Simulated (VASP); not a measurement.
# SnTe (F-43m) in VASP: further runs

SnTe is run at these levels: PBEsol, PBE-based screened hybrid; tasks: single point, relaxation of cell and atoms.

Program: VASP 6.6.1. These are calculated values, not measurements. Logs are shortened: lines on timing, memory, paths and dates and some standing lists are left out, and cuts for length are marked.

### 1 The cell of the first run

Symmetry: F-43m, No. 216, cubic system. Conventional cell: a = 7.083 Å, b = 7.083 Å, c = 7.083 Å, α = 90.00°, β = 90.00°, γ = 90.00°. Within 4.0 Å of Te (site symmetry -43m) lie 4 Sn at 3.07 Å. Within 4.0 Å of Sn (site symmetry -43m) lie 4 Te at 3.07 Å.

### 2 Single point, PBEsol

INCAR

```
ALGO = Normal
EDIFF = 1E-6
ENCUT = 520
GGA = PS
ISIF = 2
ISMEAR = -1
LASPH = T
LCHARG = T
LELF = T
LREAL = F
LVHAR = T
LWAVE = F
NBANDS = 17
NELM = 100
PREC = Accurate
SIGMA = 0.05
```

KPOINTS

```
k-points
0
Gamma
  7 7 7
```

POSCAR

```
SnTe
1.0
    0.0000000000      3.5417191358      3.5417191358
    3.5417191358      0.0000000000      3.5417191358
    3.5417191358      3.5417191358      0.0000000000
Te Sn
1 1
Direct
    0.2500000000      0.2500000000      0.2500000000
    0.0000000000      0.0000000000      0.0000000000
```

Potentials or basis: VASP PAW PBE potentials, release 64 (Te, Sn_d).

On the command line:

```bash
> cat potpaw_PBE.64/Te/POTCAR potpaw_PBE.64/Sn_d/POTCAR > POTCAR
> mpirun -np 1 vasp_std > vasp.out
```

OUTCAR:

```text
EDIFF = 1E-6
   ENCUT = 520
   GGA = PS
   ISIF = 2
   ISMEAR = -1
   LASPH = T
   LREAL = F
   NELM = 100
   PREC = Accurate

 ion  position               nearest neighbor table
   1  0.250  0.250  0.250-   2 3.07   2 3.07   2 3.07   2 3.07
   2  0.000  0.000  0.000-   1 3.07   1 3.07   1 3.07   1 3.07

  LATTYP: Found a face centered cubic cell.
 ALAT       =     7.0834382716

  Lattice vectors:

 A1 = (   0.0000000000,   3.5417191358,   3.5417191358)
 A2 = (   3.5417191358,   0.0000000000,   3.5417191358)
 A3 = (   3.5417191358,   3.5417191358,   0.0000000000)

Analysis of symmetry for initial positions (statically):
=====================================================================
 Subroutine PRICEL returns:
 Original cell was already a primitive cell.

 Routine SETGRP: Setting up the symmetry group for a
 face centered cubic supercell.

 Subroutine GETGRP returns: Found 24 space group operations
 (whereof 24 operations were pure point group operations)
 out of a pool of 48 trial point group operations.

The static configuration has the point symmetry T_d .

Analysis of symmetry for dynamics (positions and initial velocities):
=====================================================================
 Subroutine PRICEL returns:
 Original cell was already a primitive cell.

 Routine SETGRP: Setting up the symmetry group for a
 face centered cubic supercell.

 Subroutine GETGRP returns: Found 24 space group operations
 (whereof 24 operations were pure point group operations)
 out of a pool of 48 trial point group operations.

The dynamic configuration has the point symmetry T_d .

 Subroutine INISYM returns: Found 24 space group operations
 (whereof 24 operations are pure point group operations),
 and found     1 'primitive' translations

----------------------------------------------------------------------------------------

                                     Primitive cell

  volume of cell :      88.8531

  direct lattice vectors                    reciprocal lattice vectors
     0.000000000  3.541719136  3.541719136    -0.141174379  0.141174379  0.141174379
     3.541719136  0.000000000  3.541719136     0.141174379 -0.141174379  0.141174379
     3.541719136  3.541719136  0.000000000     0.141174379  0.141174379 -0.141174379

  length of vectors
     5.008747236  5.008747236  5.008747236     0.244521197  0.244521197  0.244521197

  position of ions in fractional coordinates (direct lattice)
     0.250000000  0.250000000  0.250000000
     0.000000000  0.000000000  0.000000000

  ion indices of the primitive-cell ions
   primitive index   ion index
                 1           1
                 2           2

----------------------------------------------------------------------------------------

 KPOINTS: k-points

Automatic generation of k-mesh.
 Grid dimensions read from file:
 generate k-points for:    7    7    7

 Generating k-lattice:

  Cartesian coordinates                     Fractional coordinates (reciprocal lattice)
    -0.020167768  0.020167768  0.020167768     0.142857143  0.000000000  0.000000000
     0.020167768 -0.020167768  0.020167768     0.000000000  0.142857143  0.000000000
     0.020167768  0.020167768 -0.020167768     0.000000000  0.000000000  0.142857143

  Length of vectors
     0.034931600  0.034931600  0.034931600

  Shift w.r.t. Gamma in fractional coordinates (k-lattice)
     0.000000000  0.000000000  0.000000000

 Subroutine IBZKPT returns following result:
 ===========================================

 Found     20 irreducible k-points:

 Following reciprocal coordinates:
            Coordinates               Weight
  0.000000  0.000000  0.000000      1.000000
  0.142857  0.000000  0.000000      8.000000
  0.285714  0.000000  0.000000      8.000000
  0.428571  0.000000  0.000000      8.000000
  0.142857  0.142857  0.000000      6.000000
  0.285714  0.142857  0.000000     24.000000
[... 12 lines left out ...]
 -0.428571  0.428571  0.142857     24.000000
 -0.285714  0.428571  0.142857     24.000000
   k-points           NKPTS =     20   k-points in BZ     NKDIM =     20   number of bands    NBANDS=     17
   number of dos      NEDOS =    301   number of ions     NIONS =      2
   total plane-waves  NPLWV =  64000
   dimension x,y,z NGX =    40 NGY =   40 NGZ =   40
   dimension x,y,z NGXF=    80 NGYF=   80 NGZF=   80
   ions per type =               1   1
   NGX,Y,Z   is equivalent  to a cutoff of  13.28, 13.28, 13.28 a.u.
   NGXF,Y,Z  is equivalent  to a cutoff of  26.55, 26.55, 26.55 a.u.
 SYSTEM =  unknown system
   PREC   = accura    normal or accurate (medium, high low for compatibility)
   ISTART =      0    job   : 0-new  1-cont  2-samecut
   ICHARG =      2    charge: 1-file 2-atom 10-const
   ISPIN  =      1    spin polarized calculation?
   LNONCOLLINEAR =      F non collinear calculations
   LSORBIT =      F    spin-orbit coupling
   LASPH  =      T    aspherical Exc in radial PAW
   ENCUT  =  520.0 eV  38.22 Ry    6.18 a.u.   9.31  9.31  9.31*2*pi/ulx,y,z
   NELM   =    100;   NELMIN=  2; NELMDL= -5     # of ELM steps
   EDIFF  = 0.1E-05   stopping-criterion for ELM
   LREAL  =      F    real-space projection
   EDIFFG = 0.1E-04   stopping-criterion for IOM
   NSW    =      0    number of steps for IOM
   IBRION =     -1    ionic relax: 0-MD 1-quasi-New 2-CG
   NFREE  =      0    steps in history (QN), initial steepest desc. (CG)
   ISIF   =      2    stress and relaxation
   ISYM   =      2    0-nonsym 1-usesym 2-fastsym
   POTIM  = 0.5000    time-step for ionic-motion
   TEBEG  =    0.0;   TEEND  =   0.0 temperature during run
   PSTRESS=    0.0 pullay stress
   NELECT =      20.0000    total number of electrons
   NUPDOWN=      -1.0000    fix difference up-down
   EMIN   =  10.00;   EMAX   =-10.00  energy-range for DOS
   EFERMI =   0.00;   METHOD = LEGACY
   ISMEAR =    -1;   SIGMA  =   0.05  broadening in eV -4-tet -1-fermi 0-gaus
   EFERMI_NEDOS =   21; number of points for ismear=-14 and -15
   IALGO  =     38    algorithm
   IMIX   =      4    mixing-type and parameters
     AMIX     =   0.40;   BMIX     =  1.00
     AMIX_MAG =   1.60;   BMIX_MAG =  1.00
  volume/ion in A,a.u.               =      44.43       299.80
  Fermi-wavevector in a.u.,A,eV,Ry     =   0.995850  1.881884 13.493139  0.991718
  Thomas-Fermi vector in A             =   2.127899
   LORBIT       =      0    0 simple, 1 ext, 2 COOP (PROOUT), +10 PAW based schemes
   GGA     = PS    functional components
   LHFCALC =     F    Hartree Fock is set to
   AEXX    =    0.0000 exact exchange contribution
   IVDW    =     0    specifies the selected vdW correction
   LEPSILON=     F    determine dielectric tensor
   LRPA    =     F    only Hartree local field effects (RPA)
 non-spin polarized calculation
  energy-cutoff  :      520.00
  volume of cell :       88.85
 maximum number of plane-waves:      2421
 NGX is ok and might be reduce to    40
   NGX = 19   NGY = 19   NGZ = 19

 number of electron      20.0000002 magnetization

 Free energy of the ion-electron system (eV)
  ---------------------------------------------------
  ext. energy  EPLUGINS =         0.00000000
  ---------------------------------------------------
  free energy    TOTEN  =        -7.62602208 eV

  energy without entropy =       -7.62226792  energy(sigma->0) =       -7.62414500

 E-fermi :   3.5137     XC(G=0):  -7.8710

 val. band max:        3.3991329328   @ k =  -0.2857   0.4286   0.1429
 cond. band min:       3.5396440286   @ k =   0.4286   0.4286   0.0000
 fundamental gap:      0.1405110958
 Fermi energy:         3.5136575450

 k-point     1 :       0.0000    0.0000    0.0000
  band No.  band energies     occupation
      1     -18.1537      2.00000
      2     -18.1537      2.00000
      3     -18.1537      2.00000
      4     -18.1405      2.00000
      5     -18.1405      2.00000
      6      -8.3112      2.00000
[... 9 lines left out ...]
     16       9.9709      0.00000
     17      11.0710      0.00000

 k-point     2 :       0.1429    0.0000    0.0000
  band No.  band energies     occupation
      1     -18.1541      2.00000
      2     -18.1533      2.00000
      3     -18.1533      2.00000
      4     -18.1405      2.00000
      5     -18.1405      2.00000
      6      -8.2153      2.00000
[... 9 lines left out ...]
     16       9.4775      0.00000
     17      10.6265      0.00000

 k-point     3 :       0.2857    0.0000    0.0000
  band No.  band energies     occupation
      1     -18.1549      2.00000
      2     -18.1525      2.00000
      3     -18.1525      2.00000
      4     -18.1404      2.00000
      5     -18.1404      2.00000
      6      -7.9711      2.00000
[... 9 lines left out ...]
     16       9.3966      0.00000
     17      10.7987      0.00000

 k-point     4 :       0.4286    0.0000    0.0000
  band No.  band energies     occupation
      1     -18.1555      2.00000
      2     -18.1520      2.00000
      3     -18.1520      2.00000
      4     -18.1403      2.00000
      5     -18.1403      2.00000
      6      -7.7343      2.00000
[... 9 lines left out ...]
     16      10.1416      0.00000
     17      10.3374      0.00000
[... 263 lines left out ...]
      1     -18.1564      2.00000
      2     -18.1515      2.00000
      3     -18.1508      2.00000
      4     -18.1408      2.00000
      5     -18.1401      2.00000
      6      -7.5771      2.00000
[... 9 lines left out ...]
     16      10.8602      0.00000
     17      11.4499      0.00000

 k-point    19 :      -0.4286    0.4286    0.1429
  band No.  band energies     occupation
      1     -18.1575      2.00000
      2     -18.1508      2.00000
      3     -18.1501      2.00000
      4     -18.1412      2.00000
      5     -18.1397      2.00000
      6      -7.4866      2.00000
[... 9 lines left out ...]
     16      11.3436      0.00000
     17      12.0128      0.00000

 k-point    20 :      -0.2857    0.4286    0.1429
  band No.  band energies     occupation
      1     -18.1570      2.00000
      2     -18.1513      2.00000
      3     -18.1501      2.00000
      4     -18.1409      2.00000
      5     -18.1399      2.00000
      6      -7.4593      2.00000
[... 9 lines left out ...]
     16      10.9708      0.00000
     17      12.2930      0.00000

------------------------ aborting loop because EDIFF is reached ----------------------------------------

  FORCE on cell =-STRESS in cart. coord.  units (eV):
  Direction    XX          YY          ZZ          XY          YZ          ZX
  --------------------------------------------------------------------------------------
  -------------------------------------------------------------------------------------
  Total       -0.0040361     -0.0040361     -0.0040361      0.0000000      0.0000000      0.0000000
  in kB       -0.0727782     -0.0727782     -0.0727782      0.0000000      0.0000000      0.0000000
  external PRESSURE =      -0.0727782 kB  Pullay stress =       0.0000000 kB

 VOLUME and BASIS-vectors are now :
 -----------------------------------------------------------------------------
  energy-cutoff  :      520.00
  volume of cell :       88.85
      direct lattice vectors                 reciprocal lattice vectors
     0.000000000  3.541719136  3.541719136    -0.141174379  0.141174379  0.141174379
     3.541719136  0.000000000  3.541719136     0.141174379 -0.141174379  0.141174379
     3.541719136  3.541719136  0.000000000     0.141174379  0.141174379 -0.141174379

 POSITION                                       TOTAL-FORCE (eV/Angst)
 -----------------------------------------------------------------------------------
      1.77086      1.77086      1.77086         0.000000      0.000000      0.000000
      0.00000      0.00000      0.00000        -0.000000     -0.000000     -0.000000
 -----------------------------------------------------------------------------------
    total drift:                               -0.000000     -0.000000     -0.000000

  FREE ENERGIE OF THE ION-ELECTRON SYSTEM (eV)
  ---------------------------------------------------
  free  energy   TOTEN  =        -7.6260220816 eV

  energy  without entropy=       -7.6222679226  energy(sigma->0) =       -7.62414500
```

It took 15 s on 1 thread of Intel Xeon 6975P-C (Granite Rapids), shared host; peak memory 0.24 GiB.

What came out:

```yaml
Free_energy: -7.6260 eV
Pressure: 0.0 GPa
Band_gap_on_the_k_mesh: 0.14 eV, indirect (least direct gap 0.72 eV)
```

Caveat: the PAW data sets were made with another functional, which shifts forces and pressure a little; spin-orbit coupling is left out, which moves the levels of the heavy elements. A k mesh can miss the band edges.

### 3 Relaxation of cell and atoms, PBEsol

This run uses another cell than the first one, of 47.09 Å³/atom, 1.060 times its volume.

INCAR

```
SYSTEM = SnTe
  PREC = Accurate
  ENCUT = 600
  EDIFF = 1E-7
  ISMEAR = -1
  SIGMA = 0.05
  LREAL = .False.
  LASPH = .True.
  NELM = 60
  ALGO = Normal
  ISIF = 3
  LWAVE = .False.
  LCHARG = .False.
  GGA = PS
  IBRION = 2
  NSW = 60
  EDIFFG = -0.01
```

KPOINTS

```
Automatic mesh
0
Gamma
  7 7 7
  0 0 0
```

POSCAR

```
SnTe
1.0
    0.0000000000      3.6111460000      3.6111460000
    3.6111460000      0.0000000000      3.6111460000
    3.6111460000      3.6111460000      0.0000000000
Te Sn
1 1
Direct
    0.2500000000      0.2500000000      0.2500000000
    0.0000000000      0.0000000000      0.0000000000
```

Potentials or basis: VASP PAW PBE potentials, release 64 (Te, Sn_d).

On the command line:

```bash
> cat potpaw_PBE.64/Te/POTCAR potpaw_PBE.64/Sn_d/POTCAR > POTCAR
> mpirun -np 1 vasp_std > vasp.out
```

OUTCAR:

```text
SYSTEM = SnTe
   PREC = Accurate
   ENCUT = 600
   EDIFF = 1E-7
   ISMEAR = -1
   LREAL = .False.
   LASPH = .True.
   NELM = 60
   ISIF = 3
   GGA = PS
   IBRION = 2
   NSW = 60
   EDIFFG = -0.01

 ion  position               nearest neighbor table
   1  0.250  0.250  0.250-   2 3.13   2 3.13   2 3.13   2 3.13
   2  0.000  0.000  0.000-   1 3.13   1 3.13   1 3.13   1 3.13

  LATTYP: Found a face centered cubic cell.
 ALAT       =     7.2222920000

  Lattice vectors:

 A1 = (   0.0000000000,   3.6111460000,   3.6111460000)
 A2 = (   3.6111460000,   0.0000000000,   3.6111460000)
 A3 = (   3.6111460000,   3.6111460000,   0.0000000000)

Analysis of symmetry for initial positions (statically):
=====================================================================
 Subroutine PRICEL returns:
 Original cell was already a primitive cell.

 Routine SETGRP: Setting up the symmetry group for a
 face centered cubic supercell.

 Subroutine GETGRP returns: Found 24 space group operations
 (whereof 24 operations were pure point group operations)
 out of a pool of 48 trial point group operations.

The static configuration has the point symmetry T_d .

Analysis of symmetry for dynamics (positions and initial velocities):
=====================================================================
[... 150 lines left out ...]
  ext. energy  EPLUGINS =         0.00000000
  ---------------------------------------------------
  free energy    TOTEN  =        -7.60316191 eV

  energy without entropy =       -7.60149495  energy(sigma->0) =       -7.60232843

------------------------ aborting loop because EDIFF is reached ----------------------------------------

  FORCE on cell =-STRESS in cart. coord.  units (eV):
  Direction    XX          YY          ZZ          XY          YZ          ZX
  --------------------------------------------------------------------------------------
  -------------------------------------------------------------------------------------
  Total       -0.8041440     -0.8041440     -0.8041440      0.0000000     -0.0000000      0.0000000
  in kB      -13.6797851    -13.6797851    -13.6797851      0.0000000     -0.0000000      0.0000000
  external PRESSURE =     -13.6797851 kB  Pullay stress =       0.0000000 kB
[... 59 lines left out ...]
--------------------------------------- Ionic step        3  -------------------------------------------

 number of electron      20.0000001 magnetization

 Free energy of the ion-electron system (eV)
  ---------------------------------------------------
  ext. energy  EPLUGINS =         0.00000000
  ---------------------------------------------------
  free energy    TOTEN  =        -7.62656193 eV

  energy without entropy =       -7.62284575  energy(sigma->0) =       -7.62470384

 E-fermi :   3.5057     XC(G=0):  -7.8671

 val. band max:        3.3901608236   @ k =  -0.2857   0.4286   0.1429
 cond. band min:       3.5330259327   @ k =   0.4286   0.4286   0.0000
 fundamental gap:      0.1428651091
 Fermi energy:         3.5056603577

 k-point     1 :       0.0000    0.0000    0.0000
  band No.  band energies     occupation
      1     -18.1623      2.00000
      2     -18.1623      2.00000
      3     -18.1623      2.00000
      4     -18.1492      2.00000
      5     -18.1492      2.00000
      6      -8.3143      2.00000
      7      -1.5149      2.00000
      8       1.4757      2.00000
      9       1.4757      2.00000
     10       1.4757      2.00000
     11       4.4886      0.00000
     12       4.4886      0.00000
     13       4.4886      0.00000
     14       7.4974      0.00000
[... 350 lines left out ...]
  FREE ENERGIE OF THE ION-ELECTRON SYSTEM (eV)
  ---------------------------------------------------
  free  energy   TOTEN  =        -7.6265619343 eV

  energy  without entropy=       -7.6228457528  energy(sigma->0) =       -7.62470384

 reached required accuracy - stopping structural energy minimisation
```

CONTCAR:

```text
SnTe
   1.00000000000000
     0.0000000000000000    3.5427894091179097    3.5427894091179097
     3.5427894091179097    0.0000000000000000    3.5427894091179097
     3.5427894091179097    3.5427894091179097    0.0000000000000000
  Te              Sn
     1     1
Direct
     0.2500000000000000    0.2500000000000000    0.2500000000000000
     0.0000000000000000    0.0000000000000000    0.0000000000000000

  0.00000000E+00  0.00000000E+00  0.00000000E+00
  0.00000000E+00  0.00000000E+00  0.00000000E+00
```

It took 40 s on 1 thread of Intel Xeon 6975P-C (Granite Rapids), shared host; peak memory 0.27 GiB.

What came out:

| Quantity | Value |
| --- | --- |
| Free energy | -7.6266 eV |
| Relaxed volume | 44.47 Å³/atom |
| Relaxed cell | a = 5.010 Å, b = 5.010 Å, c = 5.010 Å, α = 60.00°, β = 60.00°, γ = 60.00° |
| Space group after relaxing (to 0.05 Å) | F-43m (No. 216) |
| Energy gained by relaxing | 11.7 meV/atom |
| Ionic steps | 3 |
| Pressure after relaxing | 0.0 GPa |
| Band gap on the k mesh | 0.14 eV, indirect (least direct gap 0.72 eV) |

The path:
```csv
step,energy change (eV),largest force (eV/Å),pressure (GPa),volume (Å³)
1,0.0000,0.0000,-1.37,94.18
2,-0.0234,0.0000,0.04,88.81
3,-0.0234,0.0000,0.00,88.93
```

Final structure:
```cif
data_structure
_symmetry_space_group_name_H-M 'P 1'
_symmetry_Int_Tables_number 1
_cell_length_a 5.0103
_cell_length_b 5.0103
_cell_length_c 5.0103
_cell_angle_alpha 60.000
_cell_angle_beta 60.000
_cell_angle_gamma 60.000
_cell_volume 88.93
loop_
_atom_site_label
_atom_site_type_symbol
_atom_site_fract_x
_atom_site_fract_y
_atom_site_fract_z
_atom_site_occupancy
Te1 Te 0.25000 0.25000 0.25000 1
Sn1 Sn 0.00000 0.00000 0.00000 1
```

Levels at points of the mesh, in eV from the valence-band top:
| k point | band 6 | band 7 | band 8 | band 9 | band 10 | band 11 | band 12 | band 13 | band 14 |
| --- | --- | --- | --- | --- | --- | --- | --- | --- | --- |
| (0.00, 0.00, 0.00) | -11.70 | -4.91 | -1.91 | -1.91 | -1.91 | 1.10 | 1.10 | 1.10 | 4.11 |

Caveat: the PAW data sets were made with another functional, which shifts forces and pressure a little; spin-orbit coupling is left out, which moves the levels of the heavy elements. A k mesh can miss the band edges.

(Part 1 of 2 ends here.)
